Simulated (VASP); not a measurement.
Runs of VASP 6.6.1 on Cd. The structure is that of space group P6_3/mmc (No. 194), or close to it. The cells are those of the table. 

```tsv
cell	k mesh	smearing	gap on the mesh (eV)	pressure (GPa)
a = 2.882, b = 2.882, c = 5.638 Å, angles 90.0, 90.0, 120.0°, 2 atoms	13 × 13 × 6	methfessel-paxton 0.03 eV	none	0.8
a = 2.882, b = 2.882, c = 5.638 Å, angles 90.0, 90.0, 120.0°, 2 atoms	13 × 13 × 6	gaussian 0.6 eV	none	1.0
a = 2.882, b = 2.882, c = 5.638 Å, angles 90.0, 90.0, 120.0°, 2 atoms	13 × 13 × 6	methfessel-paxton 1 eV	none	0.7
a = 2.882, b = 2.882, c = 5.638 Å, angles 90.0, 90.0, 120.0°, 2 atoms	18 × 18 × 8	fermi-dirac 0.1 eV	none	0.7
a = 2.882, b = 2.882, c = 5.638 Å, angles 90.0, 90.0, 120.0°, 2 atoms	13 × 13 × 6	methfessel-paxton 0.2 eV	none	0.8
a = 2.882, b = 2.882, c = 5.638 Å, angles 90.0, 90.0, 120.0°, 2 atoms	13 × 13 × 6	methfessel-paxton 0.6 eV	none	0.7
a = 2.993, b = 2.993, c = 5.855 Å, angles 90.0, 90.0, 120.0°, 2 atoms	21 × 21 × 9	fermi-dirac 0.1 eV	none	(a)
```

Alike in all rows: task single point; level LDA; potentials or basis VASP PAW LDA potentials, release 64 (Cd); no spin polarisation; cutoff (eV) 520.

Problem. Fill in the values left out.

Solution. (a) -5.5.

Caveats: so wide a smearing shifts energies and pressures (at least some runs); the cell stands under tension (at least some runs).

A k mesh can miss the band edges, and the runs leave out spin-orbit coupling on Cd.

A gap of «none» marks levels without a gap at the run's occupations.
